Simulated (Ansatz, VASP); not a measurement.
**MoH6 in VASP and in Ansatz**

```
H Mo
1.0
    -1.97431    1.97431    1.97431
     1.97431   -1.97431    1.97431
     1.97431    1.97431   -1.97431
H Mo
6 1
Direct
  0.50000 0.75000 0.25000
  0.50000 0.25000 0.75000
  0.25000 0.50000 0.75000
  0.75000 0.50000 0.25000
  0.75000 0.25000 0.50000
  0.25000 0.75000 0.50000
  0.00000 0.00000 0.00000
```

Alike in both runs: functional PBE; k mesh 3 × 3 × 3; occupations gaussian, width 0.15 eV; no spin polarisation.

Ansatz relaxed the structure, and its values are those at the end. VASP's run is a single point on that final structure, the one shown.

```csv
,VASP,Ansatz
version,VASP 6.6.1,Ansatz 0.2.0
potentials or method,"VASP PAW PBE potentials, release 64 (H, Mo_sv), cutoff 500 eV","scalar-relativistic, plane waves, PAW"
valence electrons in the cell,20,20
```

VASP gave:

```
gap on the k mesh at the Fermi level (eV) : none
pressure (GPa)                            : 0.3
```

Task: Which values does Ansatz return?

Result: gap on the k mesh at the Fermi level (eV): none; pressure (GPa): 0.5.

A gap of «none» marks a metal or a gap that the smearing closes.

The k mesh is coarse, so the values compare programs but aren't converged.
